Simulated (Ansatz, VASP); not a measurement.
**Two plane-wave programs on GaSb**

```xyz
2
Lattice="0.0000 2.5529 2.5529 2.5529 0.0000 2.5529 2.5529 2.5529 0.0000" Properties=species:S:1:pos:R:3 pbc="T T T"
Ga    0.0000    0.0000    0.0000
Sb    2.5529    2.5529    2.5529
```

Change from the starting cell: volume scaled by 0.72, PAW files.

Alike in both runs: task single point; functional PBEsol; k mesh 13 × 13 × 13; occupations fermi-dirac, width 0.08 eV; no spin polarisation.

|  | VASP | Ansatz |
| --- | --- | --- |
| version | VASP 6.6.1 | Ansatz 0.2.0 |
| potentials or method | VASP PAW PBE potentials, release 64 (Ga_d, Sb) | PAW with Ansatz's default frozen-core files, scalar-relativistic |
| plane-wave cutoff (eV) | 520 | 420 |
| valence electrons in the cell | 18 | 28 |

Ansatz gave:

* pressure (GPa): 46.5

Problem. Estimate VASP's values.

Solution. Pressure (GPa): 47.2.

VASP's potentials were made for PBE, not for PBEsol. Both programs put the cell under a high pressure, so it lies far from rest at this level. VASP's potentials hold 18 valence electrons a cell and Ansatz's 28, so a difference there can come from the potentials and not from the codes.

Neither program's run includes spin-orbit coupling.
